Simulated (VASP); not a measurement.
GaN: single point with PBEsol

The system is GaN.

```
Ga N
1.0
     0.00000    2.25350    2.25350
     2.25350    0.00000    2.25350
     2.25350    2.25350    0.00000
Ga N
1 1
Direct
  0.98003 0.01997 0.01997
  0.75000 0.75000 0.75000
```

This cell differs from its parent crystal: one atom moved.

| Item | Value |
| --- | --- |
| Program | VASP 6.6.1 |
| Task | single point |
| Functional | PBEsol |
| Potentials or basis | VASP PAW PBE potentials, release 64 (Ga_d, N) |
| Cutoff | 520 eV |
| k mesh | 10 × 10 × 10 |
| Occupations | gaussian, width 0.02 eV |
| Spin | no spin polarisation |
| Dipole correction | no |
| Further INCAR settings | ALGO = Normal; EDIFF = 1e-07; NBANDS = 16 |

```
Pressure               : -0.5 GPa
Largest force          : 1.066 eV/Å
Band gap on the k mesh : 1.53 eV, direct
```

Forces in eV/Å, atoms in the order of the input:
```
Ga  -1.066  0.000  0.000
N    1.066  0.000  0.000
```

Stress tensor (GPa, compression positive):
```
-1.23  0.00  0.00
 0.00 -0.17 -4.99
 0.00 -4.99 -0.17
```

Levels at points of the mesh, in eV from the valence-band top:
| k point | band 5 | band 6 | band 7 | band 8 | band 9 | band 10 | band 11 | band 12 | band 13 | band 14 |
| --- | --- | --- | --- | --- | --- | --- | --- | --- | --- | --- |
| (0.00, 0.00, 0.00) | -13.25 | -13.24 | -0.36 | -0.13 | 0.00 | 1.53 | 9.95 | 10.05 | 10.24 | 17.21 |
| (0.50, 0.00, 0.00) | -13.20 | -11.99 | -7.09 | -1.35 | -0.91 | 4.32 | 8.44 | 9.68 | 10.43 | 15.28 |
| (0.00, 0.50, 0.00) | -13.19 | -11.97 | -7.44 | -1.33 | -0.93 | 4.48 | 8.49 | 9.81 | 10.60 | 15.22 |
| (0.50, 0.50, 0.00) | -13.17 | -11.56 | -6.36 | -2.87 | -2.86 | 3.05 | 6.36 | 11.40 | 13.75 | 13.78 |
| (0.00, 0.50, 0.50) | -13.17 | -11.54 | -6.31 | -3.02 | -2.77 | 3.06 | 6.42 | 11.40 | 13.51 | 13.95 |

It took 40 s on 1 thread of Intel(R) Xeon(R) Platinum 8488C (Sapphire Rapids), on a shared host, peak memory 0.18 GiB.

Caveat: the cell differs from its parent crystal (one atom moved); the PAW data sets were made with another functional, which shifts forces and pressure a little.
